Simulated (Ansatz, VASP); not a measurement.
SiSe3 in VASP and in Ansatz

```
Si Se
1.0
     5.78215    0.00000    0.00000
     0.00000    5.78215    0.00000
     0.00000    0.00000    5.78215
Si Se
2 6
Direct
  0.00000 0.00000 0.00000
  0.50000 0.50000 0.50000
  0.00000 0.50000 0.25000
  0.00000 0.50000 0.75000
  0.25000 0.00000 0.50000
  0.75000 0.00000 0.50000
  0.50000 0.75000 0.00000
  0.50000 0.25000 0.00000
```

Alike in both runs: task relaxation of cell and atoms; functional PBE; k mesh 4 × 4 × 4; occupations gaussian, width 0.1 eV; no spin polarisation.

```csv
,VASP,Ansatz
version,VASP 6.6.1,Ansatz 0.2.0
potentials or method,"VASP PAW PBE potentials, release 64 (Si, Se), cutoff 500 eV","scalar-relativistic, plane waves, PAW"
valence electrons in the cell,44,104
```

VASP gave:

| Quantity | Value |
| --- | --- |
| gap on the k mesh at the Fermi level, each at its own relaxed structure (eV) | none |
| relaxed volume (Å³/atom) | 20.10 |
| relaxed cell length with the largest relative difference (Å) | 5.437 |

Estimate Ansatz's values.

gap on the k mesh at the Fermi level, each at its own relaxed structure (eV): none; relaxed volume (Å³/atom): 20.09; relaxed cell length with the largest relative difference (Å): 5.437.

A gap of «none» marks a metal or a gap that the smearing closes. VASP's potentials hold 44 valence electrons a cell and Ansatz's 104, so a difference there can come from the potentials and not from the codes.

Noted on VASP's run: the volume moved by over 15 % at a fixed basis, so the end points are rough.
